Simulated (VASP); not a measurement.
Runs of VASP 6.6.1 on InP. The structure is that of space group Fm-3m (No. 225), or close to it. The cells are those of the table. 

```csv
task,cell,gap on the mesh (eV),pressure (GPa)
electric field gradients,"a = 4.091 Å, angles 60.0°, 2 atoms",none,-7.0
electric field gradients,"a = 4.117 Å, angles 60.0°, 2 atoms",none,-7.6
electric field gradients,"a = 4.038 Å, angles 60.0°, 2 atoms",none,-5.4
single point,"a = 3.997 Å, angles 60.0°, 2 atoms",none,(a)
```

Alike in all rows: level PBE; potentials or basis VASP PAW PBE potentials, release 64 (In_d, P); no spin polarisation; k mesh 11 × 11 × 11; cutoff (eV) 520; smearing fermi-dirac 0.03 eV.

Task: Fill in the values left out.

Result: (a) -3.9.

Caveats: spin-orbit coupling is left out, which moves the levels of the heavy elements.

A k mesh can miss the band edges, and the runs leave out spin-orbit coupling on In.

A gap of «none» marks levels without a gap at the run's occupations.
